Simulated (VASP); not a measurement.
Crystal: MnGaC6N6.

```
CELL_PARAMETERS angstrom
0.00000 5.09600 5.09600
5.09600 0.00000 5.09600
5.09600 5.09600 0.00000
ATOMIC_POSITIONS crystal
Mn 0.50000 0.50000 0.50000
Ga 0.00000 0.00000 0.00000
C 0.81397 0.18603 0.18603
C 0.18603 0.81397 0.18603
C 0.18603 0.18603 0.81397
C 0.18603 0.81397 0.81397
C 0.81397 0.18603 0.81397
C 0.81397 0.81397 0.18603
N 0.69918 0.30082 0.30082
N 0.30082 0.69918 0.30082
N 0.30082 0.30082 0.69918
N 0.30082 0.69918 0.69918
N 0.69918 0.30082 0.69918
N 0.69918 0.69918 0.30082
```

* Program: VASP 6.6.1
* Task: relaxation of cell and atoms
* Functional: PBE
* Potentials or basis: VASP PAW PBE potentials, release 64 (Mn_pv, Ga_d, C, N)
* Cutoff: 600 eV
* k mesh: 4 × 4 × 4
* Occupations: gaussian, width 0.1 eV
* Spin: collinear spin, ferromagnetic start
* Starting moments: [4.0, 0.0, 0.0, 0.0, 0.0, 0.0, 0.0, 0.0, 0.0, 0.0, 0.0, 0.0, 0.0, 0.0] μB

At the start: pressure 6.3 GPa; volume 18.91 Å³/atom.

**Question.** Where does the relaxation end?

**Answer.** Over 33 steps the energy falls by 198.6 meV/atom and the volume is 20.46 Å³/atom (+8.2 %); space group Fm-3m (No. 225, to 0.05 Å); moment 2.00 μB per cell.

Step by step:
| step | energy change (eV) | largest force (eV/Å) | pressure (GPa) | volume (Å³) |
| --- | --- | --- | --- | --- |
| 1 | 0.0000 | 4.0305 | 6.30 | 264.68 |
| 2 | 2.2572 | 17.6650 | 15.81 | 294.20 |
| 3 | -1.1284 | 6.1615 | 8.17 | 275.31 |
| 4 | -2.1857 | 2.9438 | 2.14 | 286.57 |
| 5 | -2.5295 | 0.9126 | -2.65 | 298.10 |
| 6 | -2.5302 | 0.9848 | -2.81 | 298.57 |
| 7 | -2.5849 | 0.4581 | -2.41 | 298.68 |
| 8 | -2.6356 | 1.2011 | -1.35 | 298.92 |
| 9 | -2.6797 | 0.6669 | -1.69 | 298.37 |
| 10 | -2.7069 | 0.2102 | -2.16 | 297.45 |
| 11 | -2.7235 | 0.1229 | -1.63 | 295.87 |
| 12 | -2.7349 | 0.5997 | -0.66 | 293.07 |
| 13 | -2.7474 | 0.2200 | -0.73 | 290.98 |
| 14 | -2.7478 | 0.3277 | -0.74 | 290.53 |
| 15 | -2.7545 | 0.2245 | -0.36 | 289.19 |
| 16 | -2.7584 | 0.5321 | 0.57 | 286.09 |
| 17 | -2.7590 | 0.4488 | 0.32 | 286.92 |
| 18 | -2.7638 | 0.2386 | 0.26 | 286.08 |
| 19 | -2.7655 | 0.3418 | 0.20 | 285.17 |
| 20 | -2.7692 | 0.2386 | 0.35 | 284.73 |
| 21 | -2.7733 | 0.2011 | 0.74 | 283.56 |
| 22 | -2.7764 | 0.1707 | 0.40 | 283.74 |
| 23 | -2.7764 | 0.1875 | 0.37 | 283.76 |
| 24 | -2.7789 | 0.0322 | 0.37 | 284.25 |
| 25 | -2.7793 | 0.0750 | 0.37 | 284.57 |
| 26 | -2.7799 | 0.1137 | 0.10 | 285.20 |
| 27 | -2.7799 | 0.1002 | 0.13 | 285.14 |
| 28 | -2.7804 | 0.0406 | 0.10 | 285.62 |
| 29 | -2.7804 | 0.0978 | 0.07 | 286.02 |
| 30 | -2.7805 | 0.0749 | 0.08 | 285.86 |
| 31 | -2.7807 | 0.0675 | -0.06 | 286.24 |
| 32 | -2.7807 | 0.0701 | -0.07 | 286.26 |
| 33 | -2.7809 | 0.0352 | -0.07 | 286.48 |

Final structure:
```
Mn Ga C N
1.0
     0.00000    5.23223    5.23223
     5.23223    0.00000    5.23223
     5.23223    5.23223    0.00000
Mn Ga C N
1 1 6 6
Direct
  0.50000 0.50000 0.50000
  0.00000 0.00000 0.00000
  0.79630 0.20370 0.20370
  0.20370 0.79630 0.20370
  0.20370 0.20370 0.79630
  0.20370 0.79630 0.79630
  0.79630 0.20370 0.79630
  0.79630 0.79630 0.20370
  0.68461 0.31539 0.31539
  0.31539 0.68461 0.31539
  0.31539 0.31539 0.68461
  0.31539 0.68461 0.68461
  0.68461 0.31539 0.68461
  0.68461 0.68461 0.31539
```

Caveat: a cell with one magnetic atom can't hold antiferromagnetic order, which such compounds often take.
